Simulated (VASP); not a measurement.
# CuB5: single point with PBE

CuB5:

```
Cu B
1.0
     3.30955    0.00000    0.00000
    -1.65478    2.86616    0.00000
     0.00000    0.00000    6.34332
Cu B
1 5
Direct
  0.00000 0.00000 0.50000
  0.50000 0.00000 0.00000
  0.00000 0.50000 0.00000
  0.50000 0.50000 0.00000
  0.00000 0.00000 0.81366
  0.00000 0.00000 0.18634
```

The cell was generated, and may not be a known phase.

```yaml
Program: VASP 6.6.1
Task: single point
Functional: PBE
Potentials_or_basis: VASP PAW PBE potentials, release 64 (Cu, B)
Cutoff: 520 eV
k_mesh: 12 × 12 × 6
Occupations: gaussian, width 0.1 eV
Spin: no spin polarisation
```

- Pressure: 0.1 GPa
- Largest force: 0.041 eV/Å
- Band gap on the k mesh: zero (bands 13 and 14 overlap by 2.56 eV)

Forces in eV/Å, atoms in the order of the input:
```
Cu   0.000  0.000  0.000
B    0.000  0.000  0.000
B    0.000  0.000  0.000
B    0.000  0.000  0.000
B    0.000  0.000  0.041
B    0.000  0.000 -0.041
```

Stress tensor (GPa, compression positive):
```
0.08 0.00 0.00
0.00 0.08 0.00
0.00 0.00 0.16
```

Levels at points of the mesh, in eV from the Fermi level:
```csv
k point,band 9,band 10,band 11,band 12,band 13,band 14,band 15,band 16,band 17,band 18
"(0.00, 0.00, 0.00)",-2.32,-2.03,-2.03,-0.85,0.20,2.62,2.62,2.77,2.77,4.87
"(0.50, 0.00, 0.00)",-2.40,-2.29,-1.68,-0.77,-0.04,0.27,0.95,4.78,4.88,5.26
"(0.00, 0.00, 0.50)",-2.20,-2.20,-2.03,-2.03,0.23,2.33,2.33,2.62,2.62,5.63
"(0.50, 0.00, 0.50)",-2.26,-2.25,-1.94,-1.68,-0.23,0.22,2.11,2.19,4.47,5.26
```

Wall time 75 s on 1 thread of Intel(R) Xeon(R) 6975P-C (Granite Rapids) (shared host), peak memory 0.23 GiB.
